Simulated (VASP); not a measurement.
# Ag2Br (P6/mmm) in VASP: single point with LDA

Aim: the single point of Ag2Br with LDA.

Everything below comes from runs of VASP 6.6.1. Logs are shortened: lines on timing, memory, paths and dates and some standing lists are left out, and cuts for length are marked.

## (1) The cell of the first run

Symmetry: P6/mmm, No. 191, hexagonal system. Conventional cell: a = 4.673 Å, b = 4.673 Å, c = 3.132 Å, α = 90.00°, β = 90.00°, γ = 120.00°. Br (site symmetry 6/mmm) has 12 Ag at 3.12 Å and 2 Br at 3.13 Å within 4.1 Å. Ag (site symmetry -6m2) has 5 Ag at 2.70 to 3.13 Å and 6 Br at 3.12 Å within 3.6 Å.

## (2) Single point, LDA

INCAR

```
PREC = Accurate
ENCUT = 520
EDIFF = 1E-7
ISMEAR = -1
SIGMA = 0.1
LREAL = False
LASPH = True
NELM = 100
ALGO = Normal
ISIF = 2
LWAVE = False
LCHARG = False
GGA = CA
NBANDS = 22
```

KPOINTS

```
Automatic mesh
0
Gamma
  8 8 5
```

POSCAR

```
Ag2Br
1.0
    4.6726101630      0.0000000000      0.0000000000
   -2.3363050815      4.0465991031      0.0000000000
    0.0000000000      0.0000000000      3.1317132018
Br Ag
1 2
Direct
    0.0000000000      0.0000000000      0.0000000000
    0.3333333333      0.6666666667      0.5000000000
    0.6666666667      0.3333333333      0.5000000000
```

Potentials or basis: VASP PAW LDA potentials, release 64 (Br, Ag).

Launch:

```
$ cat potpaw_LDA.64/Br/POTCAR potpaw_LDA.64/Ag/POTCAR > POTCAR
$ mpirun -np 1 vasp_std > vasp.out
```

OUTCAR:

```text
PREC = Accurate
   ENCUT = 520
   EDIFF = 1E-7
   ISMEAR = -1
   LREAL = False
   LASPH = True
   NELM = 100
   ISIF = 2
   GGA = CA

 ion  position               nearest neighbor table
   1  0.000  0.000  0.000-   2 3.12   3 3.12   2 3.12   3 3.12   2 3.12   2 3.12   3 3.12   3 3.12
                             3 3.12   3 3.12   2 3.12   2 3.12
   2  0.333  0.667  0.500-   3 2.70   3 2.70   3 2.70   1 3.12   1 3.12   1 3.12   1 3.12   1 3.12
                             1 3.12
   3  0.667  0.333  0.500-   2 2.70   2 2.70   2 2.70   1 3.12   1 3.12   1 3.12   1 3.12   1 3.12
                             1 3.12

  LATTYP: Found a hexagonal cell.
 ALAT       =     4.6726101630
 C/A-ratio  =     0.6702277940

  Lattice vectors:

 A1 = (   4.6726101630,   0.0000000000,   0.0000000000)
 A2 = (  -2.3363050815,   4.0465991031,   0.0000000000)
 A3 = (   0.0000000000,   0.0000000000,   3.1317132018)

Analysis of symmetry for initial positions (statically):
=====================================================================
 Subroutine PRICEL returns:
 Original cell was already a primitive cell.

 Routine SETGRP: Setting up the symmetry group for a
 hexagonal supercell.

 Subroutine GETGRP returns: Found 24 space group operations
 (whereof 24 operations were pure point group operations)
 out of a pool of 24 trial point group operations.

The static configuration has the point symmetry D_6h.

Analysis of symmetry for dynamics (positions and initial velocities):
=====================================================================
 Subroutine PRICEL returns:
 Original cell was already a primitive cell.

 Routine SETGRP: Setting up the symmetry group for a
 hexagonal supercell.

 Subroutine GETGRP returns: Found 24 space group operations
 (whereof 24 operations were pure point group operations)
 out of a pool of 24 trial point group operations.

The dynamic configuration has the point symmetry D_6h.

 Subroutine INISYM returns: Found 24 space group operations
 (whereof 24 operations are pure point group operations),
 and found     1 'primitive' translations

----------------------------------------------------------------------------------------

                                     Primitive cell

  volume of cell :      59.2150

  direct lattice vectors                    reciprocal lattice vectors
     4.672610163  0.000000000  0.000000000     0.214013146  0.123560547  0.000000000
    -2.336305081  4.046599103  0.000000000     0.000000000  0.247121095  0.000000000
     0.000000000  0.000000000  3.131713202     0.000000000  0.000000000  0.319314042

  length of vectors
     4.672610163  4.672610163  3.131713202     0.247121095  0.247121095  0.319314042

  position of ions in fractional coordinates (direct lattice)
     0.000000000  0.000000000  0.000000000
     0.333333333  0.666666667  0.500000000
     0.666666667  0.333333333  0.500000000

  ion indices of the primitive-cell ions
   primitive index   ion index
                 1           1
                 2           2
                 3           3

----------------------------------------------------------------------------------------

 KPOINTS: Automatic mesh

Automatic generation of k-mesh.
 Grid dimensions read from file:
 generate k-points for:    8    8    5

 Generating k-lattice:

  Cartesian coordinates                     Fractional coordinates (reciprocal lattice)
     0.026751643  0.015445068  0.000000000     0.125000000  0.000000000  0.000000000
     0.000000000  0.030890137  0.000000000     0.000000000  0.125000000  0.000000000
     0.000000000  0.000000000  0.063862808     0.000000000  0.000000000  0.200000000

  Length of vectors
     0.030890137  0.030890137  0.063862808

  Shift w.r.t. Gamma in fractional coordinates (k-lattice)
     0.000000000  0.000000000  0.000000000

 Subroutine IBZKPT returns following result:
 ===========================================

 Found     30 irreducible k-points:

 Following reciprocal coordinates:
            Coordinates               Weight
  0.000000  0.000000  0.000000      1.000000
  0.125000  0.000000  0.000000      6.000000
  0.250000  0.000000  0.000000      6.000000
  0.375000 -0.000000  0.000000      6.000000
  0.500000  0.000000  0.000000      3.000000
  0.125000  0.125000  0.000000      6.000000
[... 16 lines left out ...]
  0.250000  0.000000  0.400000     12.000000
  0.375000 -0.000000  0.400000     12.000000
 [... further k-points ...]
   k-points           NKPTS =     30   k-points in BZ     NKDIM =     30   number of bands    NBANDS=     22
   number of dos      NEDOS =    301   number of ions     NIONS =      3
   total plane-waves  NPLWV =  31104
   dimension x,y,z NGX =    36 NGY =   36 NGZ =   24
   dimension x,y,z NGXF=    72 NGYF=   72 NGZF=   48
   ions per type =               1   2
   NGX,Y,Z   is equivalent  to a cutoff of  12.81, 12.81, 12.74 a.u.
   NGXF,Y,Z  is equivalent  to a cutoff of  25.62, 25.62, 25.48 a.u.
 SYSTEM =  unknown system
   PREC   = accura    normal or accurate (medium, high low for compatibility)
   ISTART =      0    job   : 0-new  1-cont  2-samecut
   ICHARG =      2    charge: 1-file 2-atom 10-const
   ISPIN  =      1    spin polarized calculation?
   LNONCOLLINEAR =      F non collinear calculations
   LSORBIT =      F    spin-orbit coupling
   LASPH  =      T    aspherical Exc in radial PAW
   ENCUT  =  520.0 eV  38.22 Ry    6.18 a.u.   8.69  8.69  5.82*2*pi/ulx,y,z
   NELM   =    100;   NELMIN=  2; NELMDL= -5     # of ELM steps
   EDIFF  = 0.1E-06   stopping-criterion for ELM
   LREAL  =      F    real-space projection
   EDIFFG = 0.1E-05   stopping-criterion for IOM
   NSW    =      0    number of steps for IOM
   IBRION =     -1    ionic relax: 0-MD 1-quasi-New 2-CG
   NFREE  =      0    steps in history (QN), initial steepest desc. (CG)
   ISIF   =      2    stress and relaxation
   ISYM   =      2    0-nonsym 1-usesym 2-fastsym
   POTIM  = 0.5000    time-step for ionic-motion
   TEBEG  =    0.0;   TEEND  =   0.0 temperature during run
   PSTRESS=    0.0 pullay stress
   NELECT =      29.0000    total number of electrons
   NUPDOWN=      -1.0000    fix difference up-down
   EMIN   =  10.00;   EMAX   =-10.00  energy-range for DOS
   EFERMI =   0.00;   METHOD = LEGACY
   ISMEAR =    -1;   SIGMA  =   0.10  broadening in eV -4-tet -1-fermi 0-gaus
   EFERMI_NEDOS =   21; number of points for ismear=-14 and -15
   IALGO  =     38    algorithm
   IMIX   =      4    mixing-type and parameters
     AMIX     =   0.40;   BMIX     =  1.00
     AMIX_MAG =   1.60;   BMIX_MAG =  1.00
  volume/ion in A,a.u.               =      19.74       133.20
  Fermi-wavevector in a.u.,A,eV,Ry     =   1.290418  2.438536 22.656115  1.665177
  Thomas-Fermi vector in A             =   2.422250
   LORBIT       =      0    0 simple, 1 ext, 2 COOP (PROOUT), +10 PAW based schemes
   GGA     = CA    functional components
   LHFCALC =     F    Hartree Fock is set to
   AEXX    =    0.0000 exact exchange contribution
   IVDW    =     0    specifies the selected vdW correction
   LEPSILON=     F    determine dielectric tensor
   LRPA    =     F    only Hartree local field effects (RPA)
 non-spin polarized calculation
  energy-cutoff  :      520.00
  volume of cell :       59.21
 maximum number of plane-waves:      1611
 NGX is ok and might be reduce to    36
   NGX = 17   NGY = 17   NGZ = 11

 number of electron      29.0000007 magnetization

 Free energy of the ion-electron system (eV)
  ---------------------------------------------------
  ext. energy  EPLUGINS =         0.00000000
  ---------------------------------------------------
  free energy    TOTEN  =        -8.68052854 eV

  energy without entropy =       -8.65154739  energy(sigma->0) =       -8.66603796

 E-fermi :   6.9002     XC(G=0): -11.4447

 val. band max:        6.7780450649   @ k =   0.5000   0.0000   0.2000
 cond. band min:       7.0370429403   @ k =   0.1250   0.1250   0.4000
 fundamental gap:      0.2589978754
 Fermi energy:         6.9002066320

 k-point     1 :       0.0000    0.0000    0.0000
  band No.  band energies     occupation
      1      -9.7552      2.00000
      2       0.5896      2.00000
      3       0.5896      2.00000
      4       1.0336      2.00000
      5       1.7214      2.00000
      6       1.7214      2.00000
[... 14 lines left out ...]
     21      18.9129      0.00000
     22      18.9129      0.00000

 k-point     2 :       0.1250    0.0000    0.0000
  band No.  band energies     occupation
      1      -9.7339      2.00000
      2       0.2706      2.00000
      3       0.6258      2.00000
      4       1.0631      2.00000
      5       1.6948      2.00000
      6       1.7332      2.00000
[... 14 lines left out ...]
     21      18.1220      0.00000
     22      18.4205      0.00000

 k-point     3 :       0.2500    0.0000    0.0000
  band No.  band energies     occupation
      1      -9.6822      2.00000
      2      -0.1532      2.00000
      3       0.7079      2.00000
      4       1.1330      2.00000
      5       1.5114      2.00000
      6       1.7969      2.00000
[... 14 lines left out ...]
     21      16.9356      0.00000
     22      17.2615      0.00000

 k-point     4 :       0.3750   -0.0000    0.0000
  band No.  band energies     occupation
      1      -9.6303      2.00000
      2      -0.3706      2.00000
      3       0.7770      2.00000
      4       1.1398      2.00000
      5       1.2975      2.00000
      6       1.7262      2.00000
[... 14 lines left out ...]
     21      16.7079      0.00000
     22      17.6834      0.00000

 k-point     5 :       0.5000    0.0000    0.0000
  band No.  band energies     occupation
      1      -9.6087      2.00000
      2      -0.4175      2.00000
      3       0.8001      2.00000
      4       1.0081      2.00000
      5       1.3181      2.00000
      6       1.6624      2.00000
[... 14 lines left out ...]
     21      16.6745      0.00000
     22      19.4557      0.00000

 k-point     6 :       0.1250    0.1250    0.0000
  band No.  band energies     occupation
      1      -9.6974      2.00000
      2      -0.0535      2.00000
      3       0.7084      2.00000
      4       1.1126      2.00000
      5       1.5554      2.00000
      6       1.7499      2.00000
[... 14 lines left out ...]
     21      17.0620      0.00000
     22      17.8286      0.00000

 k-point     7 :       0.2500    0.1250    0.0000
  band No.  band energies     occupation
      1      -9.6458      2.00000
      2      -0.2837      2.00000
      3       0.8139      2.00000
      4       1.1803      2.00000
      5       1.3525      2.00000
      6       1.6533      2.00000
[... 324 lines left out ...]
      6       1.5109      2.00000
[... 14 lines left out ...]
     21      16.8320      0.00000
     22      17.4373      0.00000

 k-point    21 :       0.0000    0.0000    0.4000
  band No.  band energies     occupation
      1      -8.8773      2.00000
      2      -0.4449      2.00000
      3       1.3584      2.00000
      4       1.3584      2.00000
      5       1.4321      2.00000
      6       1.4321      2.00000
[... 14 lines left out ...]
     21      13.7676      0.00000
     22      16.4346      0.00000

 k-point    22 :       0.1250    0.0000    0.4000
  band No.  band energies     occupation
      1      -8.8697      2.00000
      2      -0.3338      2.00000
      3       1.0405      2.00000
      4       1.0745      2.00000
      5       1.4833      2.00000
      6       1.5539      2.00000
[... 14 lines left out ...]
     21      14.9329      0.00000
     22      16.1919      0.00000

 k-point    23 :       0.2500    0.0000    0.4000
  band No.  band energies     occupation
      1      -8.8516      2.00000
      2      -0.0538      2.00000
      3       0.7409      2.00000
      4       0.8828      2.00000
      5       1.2373      2.00000
      6       1.4125      2.00000
[... 14 lines left out ...]
     21      16.1099      0.00000
     22      17.6183      0.00000

 k-point    24 :       0.3750   -0.0000    0.4000
  band No.  band energies     occupation
      1      -8.8335      2.00000
      2       0.1825      2.00000
      3       0.5446      2.00000
      4       0.8424      2.00000
      5       1.2978      2.00000
      6       1.3040      2.00000
[... 14 lines left out ...]
     21      16.9904      0.00000
     22      18.9293      0.00000

 [... further k-points ...]
[... 5 lines left out ...]
  --------------------------------------------------------------------------------------
  -------------------------------------------------------------------------------------
  Total        0.0455532      0.0455532      0.0280739      0.0000000     -0.0000000     -0.0000000
  in kB        1.2325298      1.2325298      0.7595945      0.0000000     -0.0000000     -0.0000000
  external PRESSURE =       1.0748847 kB  Pullay stress =       0.0000000 kB

 VOLUME and BASIS-vectors are now :
 -----------------------------------------------------------------------------
  energy-cutoff  :      520.00
  volume of cell :       59.21
      direct lattice vectors                 reciprocal lattice vectors
     4.672610163  0.000000000  0.000000000     0.214013146  0.123560547  0.000000000
    -2.336305081  4.046599103  0.000000000     0.000000000  0.247121095  0.000000000
     0.000000000  0.000000000  3.131713202     0.000000000  0.000000000  0.319314042

 POSITION                                       TOTAL-FORCE (eV/Angst)
 -----------------------------------------------------------------------------------
      0.00000      0.00000      0.00000        -0.000000      0.000000     -0.000000
     -0.00000      2.69773      1.56586        -0.000000      0.000000      0.000000
      2.33631      1.34887      1.56586         0.000000      0.000000     -0.000000
 -----------------------------------------------------------------------------------
    total drift:                                0.000000      0.000000     -0.000000

  FREE ENERGIE OF THE ION-ELECTRON SYSTEM (eV)
  ---------------------------------------------------
  free  energy   TOTEN  =        -8.6805285353 eV

  energy  without entropy=       -8.6515473932  energy(sigma->0) =       -8.66603796
```

Wall time 11 s (1 thread of Intel Xeon 6975P-C (Granite Rapids), shared host); peak memory 0.17 GiB.

What came out:

```
Free energy : -8.6805 eV
Pressure    : 0.1 GPa
```

Caveat: the k points lie up to 0.40 Å⁻¹ apart; an odd number of electrons without spin polarisation forces a metal; a magnetic or distorted state may lie lower.
